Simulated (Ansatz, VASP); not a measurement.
Two plane-wave programs on AlNi

```
Al Ni
1.0
     0.00000   -2.86182    0.00000
     0.00000    0.00000   -2.86182
     8.58547   -0.23849   -0.23849
Al Ni
3 3
Cartesian
  0.7155 -2.8618 0.0000
  3.5773 -2.8618 0.0000
  6.4391 -2.8618 0.0000
  7.8700 -1.4309 -1.4309
  2.1464 -1.4309 -1.4309
  5.0082 -1.4309 -1.4309
```

Alike in both runs: task single point; functional PBEsol; k mesh 15 × 15 × 5; occupations gaussian, width 0.15 eV; no spin polarisation.

|  | VASP | Ansatz |
| --- | --- | --- |
| version | VASP 6.6.1 | Ansatz 0.2.0 |
| potentials or method | VASP PAW PBE potentials, release 64 (Al, Ni), cutoff 520 eV | scalar-relativistic, plane waves, PAW |
| valence electrons in the cell | 39 | 63 |

Ansatz gave:

- gap on the k mesh at the Fermi level (eV): none
- pressure (GPa): 1.4
- traceless stress, the component that is largest in VASP (GPa): 3.87
- rms of the force components (eV/Å): 0.476

**Question.** Estimate VASP's values.

**Answer.** gap on the k mesh at the Fermi level (eV): none; pressure (GPa): 1.7; traceless stress, the component that is largest in VASP (GPa): 3.88; rms of the force components (eV/Å): 0.479.

VASP's potentials were made for PBE, not for PBEsol, and Ansatz warns of the same on its side. Atom by atom the forces differ by 0.003 eV/Å (rms over components). A gap of «none» marks a metal or a gap that the smearing closes. VASP's potentials hold 39 valence electrons a cell and Ansatz's 63, so a difference there can come from the potentials and not from the codes.
